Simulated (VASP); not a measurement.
**Li: single point with PBE**

Crystal: Li.

```xyz
2
Lattice="3.0544 0.0229 0.0000 -1.5074 2.6338 0.0000 0.0000 0.0000 4.9952" Properties=species:S:1:pos:R:3 pbc="T T T"
Li    0.0132    1.7635    1.2488
Li    1.5338    0.8932    3.7464
```

This cell differs from its parent crystal: xy shear strain of +1.5 %.

* Program: VASP 6.6.1
* Task: single point
* Functional: PBE
* Potentials or basis: VASP PAW PBE potentials, release 64 (Li_sv)
* Cutoff: 520 eV
* k mesh: 16 × 16 × 9
* Occupations: fermi-dirac, width 0.05 eV
* Spin: no spin polarisation
* Dipole correction: no
* Further INCAR settings: ALGO = Normal; EDIFF = 1e-06; NBANDS = 10

* Largest force: 0.007 eV/Å
* Band gap on the k mesh: zero (bands 3 and 4 overlap by 4.02 eV)

Forces on the atoms (eV/Å):
```
Li  -0.007  0.000  0.000
Li   0.007  0.000  0.000
```

Levels at points of the mesh, in eV from the Fermi level:
```csv
k point,band 1,band 2,band 3,band 4,band 5,band 6,band 7
"(0.00, 0.00, 0.00)",-46.52,-46.50,-3.56,-0.02,2.93,12.40,12.62
"(0.50, 0.00, 0.00)",-46.50,-46.49,-0.13,0.99,4.62,5.80,6.22
"(0.00, 0.50, 0.00)",-46.50,-46.49,-0.08,1.05,4.70,5.85,6.27
"(0.50, 0.50, 0.00)",-46.50,-46.49,-0.03,1.11,4.77,5.91,6.31
```

It took 81 s on 1 thread of Intel(R) Xeon(R) Platinum 8488C (Sapphire Rapids), with other jobs on the host, peak memory 0.3 GiB.

Caveat: the cell differs from its parent crystal (xy shear strain of +1.5 %).
